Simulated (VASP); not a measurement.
Write the native input for VASP 6.6.1 that does the following.

```
Task                   : single point
Functional             : LDA
Potentials or basis    : VASP PAW LDA potentials, release 64 (Cd, In_d)
Cutoff                 : 500 eV
k mesh                 : 6 × 6 × 6, shifted
Occupations            : methfessel-paxton, width 0.02 eV
Spin                   : no spin polarisation
Dipole correction      : no
Further INCAR settings : ALGO = Normal; EDIFF = 1e-06; NBANDS = 34; ISYM = 0
```

The structure of CdIn3 lies in POSCAR:

```
CdIn3
1.0
    0.0000000000      3.7255419700      3.7255419700
    3.7255419700      0.0000000000      3.7255419700
    3.7255419700      3.7255419700      0.0000000000
Cd In
1 3
Direct
    0.0000000000      0.0000000000      0.0000000000
    0.2500000007      0.2500000007      0.2500000007
    0.7500000007      0.7500000007      0.7500000007
    0.5000000000      0.5000000000      0.5000000000
```

The input as run:

INCAR

```
PREC = Accurate
ENCUT = 500
EDIFF = 1E-6
ISMEAR = 1
SIGMA = 0.02
LREAL = False
LASPH = True
NELM = 120
ALGO = Normal
ISIF = 2
LWAVE = False
LCHARG = False
GGA = CA
ISYM = 0
NBANDS = 34
GGA_COMPAT = False
```

KPOINTS

```
Automatic mesh
0
Gamma
  6 6 6
  0.5 0.5 0.5
```

Potentials or basis: VASP PAW LDA potentials, release 64 (Cd, In_d).

Launch:

```bash
$ cat potpaw_LDA.64/Cd/POTCAR potpaw_LDA.64/In_d/POTCAR > POTCAR
$ mpirun -np 1 vasp_std > vasp.out
```

It gave:

| Property | Result |
| --- | --- |
| Pressure | -3.2 GPa |
| Band gap on the k mesh | zero (an odd number of electrons rules out a gap without spin polarisation) |

Caveat: the cell stands under tension; spin-orbit coupling is left out, which moves the levels of the heavy elements.

Wall time 29 min on 1 thread of Intel(R) Xeon(R) Platinum 8175M CPU @ 2.50GHz (Skylake/Cascade Lake), with other jobs on the host, peak memory 1.1 GiB.
